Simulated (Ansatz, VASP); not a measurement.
CdS: VASP beside Ansatz

```
Cd S
1.0
     0.05071    2.94539    2.94539
     2.94539    0.05071    2.94539
     2.94539    2.94539    0.05071
Cd S
1 1
Direct
  0.00184 0.00184 0.00184
  0.24816 0.24816 0.24816
```

Change from the starting cell: strained cell.

Alike in both runs: functional PBEsol; k mesh 9 × 9 × 9; occupations gaussian, width 0.02 eV; no spin polarisation.

Ansatz relaxed the structure, and its values are those at the end. VASP's run is a single point on that final structure, the one shown.

```csv
,VASP,Ansatz
version,VASP 6.6.1,Ansatz 0.2.0
potentials or method,"VASP PAW PBE potentials, release 64 (Cd, S), cutoff 500 eV","scalar-relativistic, plane waves, PAW"
valence electrons in the cell,18,26
```

```tsv
	VASP	Ansatz	Ansatz less VASP
gap on the k mesh at the Fermi level (eV)	0.96	0.95	-0.005
least direct gap on the mesh (eV)	0.96	0.95	-0.005
pressure (GPa)	-0.1	-0.5	-0.36
```

VASP's potentials were made for PBE, not for PBEsol, and Ansatz warns of the same on its side. VASP's potentials hold 18 valence electrons a cell and Ansatz's 26, so a difference there can come from the potentials and not from the codes. Ansatz's warnings: stress scf threshold loose.
